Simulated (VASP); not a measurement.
# B (Fd-3m) in VASP: notebook

B is run at these levels: r2SCAN, PBE; tasks: single point.

Everything below comes from runs of VASP 6.6.1. Logs are shortened: lines on timing, memory, paths and dates and some standing lists are left out, and cuts for length are marked.

**1. The cell of the first run**

It takes space group Fd-3m (No. 227, cubic). The conventional cell has a = 4.105 Å, b = 4.105 Å, c = 4.105 Å, α = 90.00°, β = 90.00°, γ = 90.00°. Within 2.4 Å of B (site symmetry -43m) lie 4 B at 1.78 Å.

**2. Single point, r2SCAN**

Input file POSCAR:

```
B
1.0
    0.0000000000      2.0523659337      2.0523659337
    2.0523659337      0.0000000000      2.0523659337
    2.0523659337      2.0523659337      0.0000000000
B
2
Direct
    0.0000000000      0.0000000000      0.0000000000
    0.2500000000      0.2500000000      0.2500000000
```

Input file INCAR.step1:

```
SYSTEM = B
PREC     = Accurate       ! precision mode
ENCUT    = 520            ! plane-wave cutoff, eV
ISMEAR   = -1             ! smearing method
SIGMA    = 0.1            ! smearing width, eV
LREAL    = .FALSE.        ! projectors in reciprocal space
LASPH    = .TRUE.         ! aspherical terms in the spheres
NELM     = 60             ! most SCF steps
NBANDS   = 10             ! bands
GGA      = PE             ! functional
ALGO     = Normal         ! electronic algorithm
EDIFF    = 1E-4           ! SCF threshold, eV
LWAVE    = .TRUE.         ! write WAVECAR
LCHARG   = .FALSE.        ! write CHGCAR
```

Input file INCAR.step2:

```
SYSTEM = B
PREC     = Accurate       ! precision mode
ENCUT    = 520            ! plane-wave cutoff, eV
EDIFF    = 1E-6           ! SCF threshold, eV
ISMEAR   = -1             ! smearing method
SIGMA    = 0.1            ! smearing width, eV
LREAL    = .FALSE.        ! projectors in reciprocal space
LASPH    = .TRUE.         ! aspherical terms in the spheres
NELM     = 60             ! most SCF steps
ALGO     = Normal         ! electronic algorithm
ISIF     = 2              ! what is computed and relaxed
LWAVE    = .FALSE.        ! write WAVECAR
LCHARG   = .TRUE.         ! write CHGCAR
METAGGA  = R2SCAN         ! meta-GGA
LMIXTAU  = .TRUE.       
LELF     = .TRUE.         ! ELF
LVHAR    = .TRUE.       
NBANDS   = 10             ! bands
ISTART   = 1
```

Input file KPOINTS:

```
regular mesh
0
G
  14 14 14
  0 0 0
```

Potentials or basis: VASP PAW PBE potentials, release 64 (B).

Command:

```console
cat potpaw_PBE.64/B/POTCAR > POTCAR
cp INCAR.step1 INCAR
mpirun -np 1 vasp_std > vasp.out
cp INCAR.step2 INCAR
mpirun -np 1 vasp_std > vasp.out
```

OUTCAR:

```text
SYSTEM = B
   PREC = Accurate
   ENCUT = 520
   EDIFF = 1E-6
   ISMEAR = -1
   LREAL = .FALSE.
   LASPH = .TRUE.
   NELM = 60
   ISIF = 2
   METAGGA = R2SCAN
   ISTART = 1

 ion  position               nearest neighbor table
   1  0.000  0.000  0.000-   2 1.78   2 1.78   2 1.78   2 1.78
   2  0.250  0.250  0.250-   1 1.78   1 1.78   1 1.78   1 1.78

  LATTYP: Found a face centered cubic cell.
 ALAT       =     4.1047318674

  Lattice vectors:

 A1 = (   0.0000000000,   2.0523659337,   2.0523659337)
 A2 = (   2.0523659337,   0.0000000000,   2.0523659337)
 A3 = (   2.0523659337,   2.0523659337,   0.0000000000)

Analysis of symmetry for initial positions (statically):
=====================================================================
 Subroutine PRICEL returns:
 Original cell was already a primitive cell.

 Routine SETGRP: Setting up the symmetry group for a
 face centered cubic supercell.

 Subroutine GETGRP returns: Found 48 space group operations
 (whereof 24 operations were pure point group operations)
 out of a pool of 48 trial point group operations.

The static configuration has the point symmetry T_d .
 The point group associated with its full space group is O_h .

Analysis of symmetry for dynamics (positions and initial velocities):
=====================================================================
 Subroutine PRICEL returns:
 Original cell was already a primitive cell.

 Routine SETGRP: Setting up the symmetry group for a
 face centered cubic supercell.

 Subroutine GETGRP returns: Found 48 space group operations
 (whereof 24 operations were pure point group operations)
 out of a pool of 48 trial point group operations.

The dynamic configuration has the point symmetry T_d .
 The point group associated with its full space group is O_h .

 Subroutine INISYM returns: Found 48 space group operations
 (whereof 24 operations are pure point group operations),
 and found     1 'primitive' translations

----------------------------------------------------------------------------------------

                                     Primitive cell

  volume of cell :      17.2900

  direct lattice vectors                    reciprocal lattice vectors
     0.000000000  2.052365934  2.052365934    -0.243621272  0.243621272  0.243621272
     2.052365934  0.000000000  2.052365934     0.243621272 -0.243621272  0.243621272
     2.052365934  2.052365934  0.000000000     0.243621272  0.243621272 -0.243621272

  length of vectors
     2.902483738  2.902483738  2.902483738     0.421964421  0.421964421  0.421964421

  position of ions in fractional coordinates (direct lattice)
     0.000000000  0.000000000  0.000000000
     0.250000000  0.250000000  0.250000000

  ion indices of the primitive-cell ions
   primitive index   ion index
                 1           1
                 2           2

----------------------------------------------------------------------------------------

 KPOINTS: regular mesh

Automatic generation of k-mesh.
 Grid dimensions read from file:
 generate k-points for:   14   14   14

 Generating k-lattice:

  Cartesian coordinates                     Fractional coordinates (reciprocal lattice)
    -0.017401519  0.017401519  0.017401519     0.071428571  0.000000000  0.000000000
     0.017401519 -0.017401519  0.017401519     0.000000000  0.071428571  0.000000000
     0.017401519  0.017401519 -0.017401519     0.000000000  0.000000000  0.071428571

  Length of vectors
     0.030140316  0.030140316  0.030140316

  Shift w.r.t. Gamma in fractional coordinates (k-lattice)
     0.000000000  0.000000000  0.000000000

 Subroutine IBZKPT returns following result:
 ===========================================

 Found    104 irreducible k-points:

 Following reciprocal coordinates:
            Coordinates               Weight
  0.000000  0.000000  0.000000      1.000000
  0.071429  0.000000  0.000000      8.000000
  0.142857  0.000000  0.000000      8.000000
  0.214286  0.000000  0.000000      8.000000
  0.285714  0.000000  0.000000      8.000000
  0.357143  0.000000  0.000000      8.000000
[... 16 lines left out ...]
  0.214286  0.142857  0.000000     24.000000
  0.285714  0.142857  0.000000     24.000000
 [... further k-points ...]
   k-points           NKPTS =    104   k-points in BZ     NKDIM =    104   number of bands    NBANDS=     10
   number of dos      NEDOS =    301   number of ions     NIONS =      2
   total plane-waves  NPLWV =  13824
   dimension x,y,z NGX =    24 NGY =   24 NGZ =   24
   dimension x,y,z NGXF=    48 NGYF=   48 NGZF=   48
   ions per type =               2
   NGX,Y,Z   is equivalent  to a cutoff of  13.75, 13.75, 13.75 a.u.
   NGXF,Y,Z  is equivalent  to a cutoff of  27.49, 27.49, 27.49 a.u.
 SYSTEM =  B
   PREC   = accura    normal or accurate (medium, high low for compatibility)
   ISTART =      1    job   : 0-new  1-cont  2-samecut
   ICHARG =      0    charge: 1-file 2-atom 10-const
   ISPIN  =      1    spin polarized calculation?
   LNONCOLLINEAR =      F non collinear calculations
   LSORBIT =      F    spin-orbit coupling
   LASPH  =      T    aspherical Exc in radial PAW
   ENCUT  =  520.0 eV  38.22 Ry    6.18 a.u.   5.40  5.40  5.40*2*pi/ulx,y,z
   NELM   =     60;   NELMIN=  2; NELMDL=  0     # of ELM steps
   EDIFF  = 0.1E-05   stopping-criterion for ELM
   LREAL  =      F    real-space projection
   EDIFFG = 0.1E-04   stopping-criterion for IOM
   NSW    =      0    number of steps for IOM
   IBRION =     -1    ionic relax: 0-MD 1-quasi-New 2-CG
   NFREE  =      0    steps in history (QN), initial steepest desc. (CG)
   ISIF   =      2    stress and relaxation
   ISYM   =      2    0-nonsym 1-usesym 2-fastsym
   POTIM  = 0.5000    time-step for ionic-motion
   TEBEG  =    0.0;   TEEND  =   0.0 temperature during run
   PSTRESS=    0.0 pullay stress
   NELECT =       6.0000    total number of electrons
   NUPDOWN=      -1.0000    fix difference up-down
   EMIN   =  10.00;   EMAX   =-10.00  energy-range for DOS
   EFERMI =   0.00;   METHOD = LEGACY
   ISMEAR =    -1;   SIGMA  =   0.10  broadening in eV -4-tet -1-fermi 0-gaus
   EFERMI_NEDOS =   21; number of points for ismear=-14 and -15
   IALGO  =     38    algorithm
   IMIX   =      4    mixing-type and parameters
     AMIX     =   0.40;   BMIX     =  1.00
     AMIX_MAG =   1.60;   BMIX_MAG =  1.00
  volume/ion in A,a.u.               =       8.64        58.34
  Fermi-wavevector in a.u.,A,eV,Ry     =   1.150431  2.173999 18.007185  1.323491
  Thomas-Fermi vector in A             =   2.287095
   LORBIT       =      0    0 simple, 1 ext, 2 COOP (PROOUT), +10 PAW based schemes
   METAGGA = R2SCAN    functional components
   LHFCALC =     F    Hartree Fock is set to
   AEXX    =    0.0000 exact exchange contribution
   IVDW    =     0    specifies the selected vdW correction
   LEPSILON=     F    determine dielectric tensor
   LRPA    =     F    only Hartree local field effects (RPA)
 non-spin polarized calculation
  energy-cutoff  :      520.00
  volume of cell :       17.29
 maximum number of plane-waves:       487
 NGX is ok and might be reduce to    24
   NGX = 11   NGY = 11   NGZ = 11

 number of electron       6.0000000 magnetization

 Free energy of the ion-electron system (eV)
  ---------------------------------------------------
  ext. energy  EPLUGINS =         0.00000000
  ---------------------------------------------------
  free energy    TOTEN  =       -12.69850580 eV

  energy without entropy =      -12.67221304  energy(sigma->0) =      -12.68535942

 E-fermi :   3.4186     XC(G=0): -11.7086

 val. band max:        3.3295076518   @ k =  -0.2857   0.1429   0.0000
 cond. band min:       3.4284491222   @ k =   0.4286   0.2857   0.0714
 fundamental gap:      0.0989414703
 Fermi energy:         3.4185857714

 k-point     1 :       0.0000    0.0000    0.0000
  band No.  band energies     occupation
      1     -10.0151      2.00000
      2       7.6399      0.00000
      3       7.6399      0.00000
      4       7.6399      0.00000
      5      11.8530      0.00000
      6      11.8530      0.00000
      7      11.8530      0.00000
      8      20.0969      0.00000
      9      23.0144      0.00000
     10      26.8126      0.00000

 k-point     2 :       0.0714    0.0000    0.0000
  band No.  band energies     occupation
      1      -9.9009      2.00000
      2       6.7979      0.00000
      3       7.4132      0.00000
      4       7.4132      0.00000
      5      12.1497      0.00000
      6      12.1497      0.00000
      7      12.4159      0.00000
      8      20.1219      0.00000
      9      23.2265      0.00000
     10      25.5155      0.00000

 k-point     3 :       0.1429    0.0000    0.0000
  band No.  band energies     occupation
      1      -9.5588      2.00000
      2       5.0361      0.00000
      3       6.9032      0.00000
      4       6.9032      0.00000
      5      12.8202      0.00000
      6      12.8202      0.00000
      7      13.3807      0.00000
      8      20.1829      0.00000
      9      23.7168      0.00000
     10      24.2821      0.00000

 k-point     4 :       0.2143    0.0000    0.0000
  band No.  band energies     occupation
      1      -8.9912      2.00000
      2       3.0273      1.96083
      3       6.3465      0.00000
      4       6.3465      0.00000
      5      13.4921      0.00000
      6      13.4921      0.00000
      7      14.1886      0.00000
      8      20.2377      0.00000
      9      23.7559      0.00000
     10      23.7881      0.00000

 k-point     5 :       0.2857    0.0000    0.0000
  band No.  band energies     occupation
      1      -8.2032      2.00000
      2       1.0068      2.00000
      3       5.8632      0.00000
      4       5.8632      0.00000
      5      13.9086      0.00000
      6      13.9086      0.00000
      7      14.7616      0.00000
      8      20.2337      0.00000
      9      24.0935      0.00000
     10      24.0935      0.00000

 k-point     6 :       0.3571    0.0000    0.0000
  band No.  band energies     occupation
      1      -7.2064      2.00000
      2      -0.9162      2.00000
      3       5.5019      0.00000
      4       5.5019      0.00000
      5      14.0370      0.00000
      6      14.0370      0.00000
      7      15.1357      0.00000
      8      20.1602      0.00000
      9      24.8750      0.00000
     10      25.2316      0.00000
[... 183 lines left out ...]
 k-point    21 :      -0.0714    0.0714    0.0000
  band No.  band energies     occupation
      1      -9.7107      2.00000
      2       6.1009      0.00000
      3       6.3832      0.00000
      4       7.4423      0.00000
      5      12.1809      0.00000
      6      12.8631      0.00000
      7      13.1381      0.00000
      8      20.0626      0.00000
      9      23.5435      0.00000
     10      23.9275      0.00000

 k-point    22 :       0.1429    0.1429    0.0000
  band No.  band energies     occupation
      1      -9.4069      2.00000
      2       5.7301      0.00000
      3       5.7301      0.00000
      4       6.3119      0.00000
      5      11.4130      0.00000
      6      14.3762      0.00000
      7      14.3762      0.00000
      8      18.6825      0.00000
      9      23.3700      0.00000
     10      24.0916      0.00000

 k-point    23 :       0.2143    0.1429    0.0000
  band No.  band energies     occupation
      1      -8.9907      2.00000
      2       4.3474      0.00019
      3       5.1353      0.00000
      4       5.9596      0.00000
      5      11.5616      0.00000
      6      15.2589      0.00000
      7      15.2744      0.00000
      8      17.7247      0.00000
      9      23.6903      0.00000
     10      24.6016      0.00000

 k-point    24 :       0.2857    0.1429    0.0000
  band No.  band energies     occupation
      1      -8.3515      2.00000
      2       2.5075      1.99978
      3       4.6761      0.00001
      4       5.4577      0.00000
      5      12.1194      0.00000
      6      15.8658      0.00000
      7      15.9388      0.00000
      8      17.3055      0.00000
      9      24.2577      0.00000
     10      24.9568      0.00000

 [... further k-points ...]
[... 5 lines left out ...]
  --------------------------------------------------------------------------------------
  -------------------------------------------------------------------------------------
  Total       -0.6798153     -0.6798153     -0.6798153     -0.0000000      0.0000000     -0.0000000
  in kB      -62.9951481    -62.9951481    -62.9951481     -0.0000000      0.0000000     -0.0000000
  external PRESSURE =     -62.9951481 kB  Pullay stress =       0.0000000 kB

 VOLUME and BASIS-vectors are now :
 -----------------------------------------------------------------------------
  energy-cutoff  :      520.00
  volume of cell :       17.29
      direct lattice vectors                 reciprocal lattice vectors
     0.000000000  2.052365934  2.052365934    -0.243621272  0.243621272  0.243621272
     2.052365934  0.000000000  2.052365934     0.243621272 -0.243621272  0.243621272
     2.052365934  2.052365934  0.000000000     0.243621272  0.243621272 -0.243621272

 POSITION                                       TOTAL-FORCE (eV/Angst)
 -----------------------------------------------------------------------------------
      0.00000      0.00000      0.00000        -0.000000     -0.000000     -0.000000
      1.02618      1.02618      1.02618         0.000000      0.000000      0.000000
 -----------------------------------------------------------------------------------
    total drift:                               -0.000000      0.000000      0.000000

  FREE ENERGIE OF THE ION-ELECTRON SYSTEM (eV)
  ---------------------------------------------------
  free  energy   TOTEN  =       -12.6985057952 eV

  energy  without entropy=      -12.6722130369  energy(sigma->0) =      -12.68535942
```

Run time: 20 s. Hardware: 1 thread of Intel Xeon 6975P-C (Granite Rapids), shared host; peak memory 0.14 GiB.

Results:

```yaml
Free_energy: -12.6985 eV
Pressure: -6.3 GPa
Band_gap_on_the_k_mesh: zero (band 3 reaches 7.64 eV, above the bottom of band 4 at 0.39 eV)
```

Levels at points of the mesh, in eV from the Fermi level:
```tsv
k point	band 1	band 2	band 3	band 4	band 5	band 6
(0.00, 0.00, 0.00)	-13.43	4.22	4.22	4.22	8.43	8.43
(0.50, 0.00, 0.00)	-8.57	-7.16	1.79	1.79	10.58	10.58
(0.50, 0.50, 0.00)	-6.30	-6.30	-1.29	-1.29	7.45	7.45
```

Caveat: the PAW data sets were made with another functional, which shifts forces and pressure a little.

(Part 1 of 2 ends here.)
